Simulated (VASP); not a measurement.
Input of a VASP 6.6.1 run:

The input INCAR:

```
SYSTEM = Ti3Al
PREC = Accurate ; ENCUT = 520
EDIFF = 1E-6 ; ISMEAR = 0
SIGMA = 0.1 ; LREAL = .False.
LASPH = .True. ; NELM = 150
ALGO = Normal ; ISIF = 2
LWAVE = .False. ; LCHARG = .False.
ISPIN = 2 ; MAGMOM = 1 1 1 0
LORBIT = 11 ; LMAXMIX = 4
GGA = PE ; NBANDS = 32
```

The input KPOINTS:

```
Automatic mesh
0
Gamma
  4 4 4
  0 0 0
```

POSCAR

```
Ti3Al
1.0
    4.0528045027      0.0000000000      0.0000000000
    0.0000000000      4.0528045027      0.0000000000
    0.0000000000      0.0000000000      4.0528045027
Ti Al
3 1
Direct
    0.0000000000      0.5000000000      0.5000000000
    0.5000000000      0.0000000000      0.5000000000
    0.5000000000      0.5000000000      0.0000000000
    0.0000000000      0.0000000000      0.0000000000
```

Potentials or basis: VASP PAW PBE potentials, release 64 (Ti_sv, Al).

Command:

```console
$ cat potpaw_PBE.64/Ti_sv/POTCAR potpaw_PBE.64/Al/POTCAR > POTCAR
$ mpirun -np 1 vasp_std > vasp.out
```

Question: What does it give for the site moments?

Answer: Ti +0.05; Al +0.00 μB.

Question: Estimate the pressure.

Answer: -0.3 GPa.

Question: Predict the net moment.

Answer: 0.20 μB per cell.

Caveat: the k points lie up to 0.39 Å⁻¹ apart; a moment this small can come from the mesh or the smearing.
